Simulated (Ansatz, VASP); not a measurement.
**One calculation of Ga, two programs**

```xyz
4
Lattice="2.2249 -3.7707 0.0000 2.2249 3.7707 0.0000 0.0000 0.0000 4.4557" Properties=species:S:1:pos:R:3 pbc="T T T"
Ga    2.2249    2.6207    0.3498
Ga    2.2249   -1.1501    1.8781
Ga    2.2249   -2.6207    4.1059
Ga    2.2249    1.1501    2.5776
```

Change from the starting cell: volume scaled by 0.96.

Alike in both runs: task single point; functional PBE; k mesh 9 × 9 × 8; occupations fermi-dirac, width 0.05 eV; no spin polarisation.

```csv
,VASP,Ansatz
version,VASP 6.6.1,Ansatz 0.2.0
potentials or method,"VASP PAW PBE potentials, release 64 (Ga_d), cutoff 520 eV","all-electron LAPW, scalar-relativistic"
```

|  | VASP | Ansatz | Ansatz less VASP |
| --- | --- | --- | --- |
| pressure (GPa) | 5.2 | 5.0 | -0.12 |
| traceless stress, the component that is largest in VASP (GPa) | 2.10 | 2.07 | -0.031 |
| rms of the force components (eV/Å) | 0.267 | 0.267 | +0.0003 |

Atom by atom the forces differ by 0.001 eV/Å (rms over components). Ansatz ran all-electron here, and VASP with PAW potentials.
